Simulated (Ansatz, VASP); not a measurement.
**One calculation of C, two programs**

```
CELL_PARAMETERS angstrom
0.00000 2.12676 3.56176
1.22792 0.00000 3.56176
1.22792 2.12676 0.00000
ATOMIC_POSITIONS crystal
C 0.17887 0.82113 0.12129
C 0.83330 0.16670 0.83330
```

Alike in both runs: task single point; functional r2SCAN; k mesh 14 × 14 × 14; occupations gaussian, width 0.05 eV; no spin polarisation.

```csv
,VASP,Ansatz
version,VASP 6.6.1,Ansatz 0.2.0
potentials or method,"VASP PAW PBE potentials, release 64 (C), cutoff 520 eV","scalar-relativistic, plane waves, PAW"
valence electrons in the cell,8,8
```

VASP gave:

```
gap on the k mesh at the Fermi level (eV)                     : 0.38
least direct gap on the mesh (eV)                             : 0.80
pressure (GPa)                                                : 4.6
traceless stress, the component that is largest in VASP (GPa) : 9.33
rms of the force components (eV/Å)                            : 2.956
```

Question: Which values does Ansatz return?

Answer: gap on the k mesh at the Fermi level (eV): 0.37; least direct gap on the mesh (eV): 0.80; pressure (GPa): 4.1; traceless stress, the component that is largest in VASP (GPa): 8.78; rms of the force components (eV/Å): 2.951.

VASP's potentials were made for PBE, not for r2SCAN. Atom by atom the forces differ by 0.007 eV/Å (rms over components). With one functional, cell and mesh, what is left measures potentials, basis and numerics.
